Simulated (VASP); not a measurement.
Write the native input for VASP 6.6.1 that does the following.

* Task: single point
* Functional: PBE
* Potentials or basis: VASP PAW PBE potentials, release 64 (Mg, O)
* Cutoff: 520 eV
* k mesh: 8 × 8 × 6
* Occupations: gaussian, width 0.05 eV
* Spin: no spin polarisation
* Dipole correction: no
* Further INCAR settings: ALGO = Normal; EDIFF = 1e-07; NBANDS = 16

The structure of MgO lies in POSCAR:

```
MgO
1.0
    0.0000000000     -2.1269229054     -2.1269229054
    0.0000000000      2.1269229054     -2.1269229054
    4.2538458108      0.0000000000      0.0000000000
Mg O
2 2
Direct
    0.4999563163      0.5000405954      0.5000422643
    0.0000436837     -0.0000405954     -0.0000422643
    0.4999084319      0.5000054723     -0.0000379725
    0.0000915681     -0.0000054723      0.5000379725
```

One way to write it, as run:

INCAR

```
SYSTEM = MgO
ALGO     = Normal         ! electronic algorithm
EDIFF    = 1E-7           ! SCF threshold, eV
ENCUT    = 520            ! plane-wave cutoff, eV
GGA      = PE             ! functional
ISIF     = 2              ! what is computed and relaxed
ISMEAR   = 0              ! smearing method
LASPH    = .True.         ! aspherical terms in the spheres
LCHARG   = .True.         ! write CHGCAR
LELF     = .True.         ! ELF
LREAL    = .False.        ! projectors in reciprocal space
LVHAR    = .True.       
LWAVE    = .False.        ! write WAVECAR
NBANDS   = 16             ! bands
NELM     = 100            ! most SCF steps
PREC     = Accurate       ! precision mode
SIGMA    = 0.05           ! smearing width, eV
```

KPOINTS

```
k-points
0
Gamma
  8 8 6
  0 0 0
```

Potentials or basis: VASP PAW PBE potentials, release 64 (Mg, O).

Launch:

```sh
$ cat potpaw_PBE.64/Mg/POTCAR potpaw_PBE.64/O/POTCAR > POTCAR
$ mpirun -np 1 vasp_std > vasp.out
```

Results of the run:

| Property | Result |
| --- | --- |
| Pressure | -0.7 GPa |
| Largest force | 0.004 eV/Å |
| Band gap on the k mesh | 4.44 eV |

It took 50 s on 1 thread of AMD EPYC 9R45 96-Core Processor (Zen 5) (shared host), peak memory 0.2 GiB.
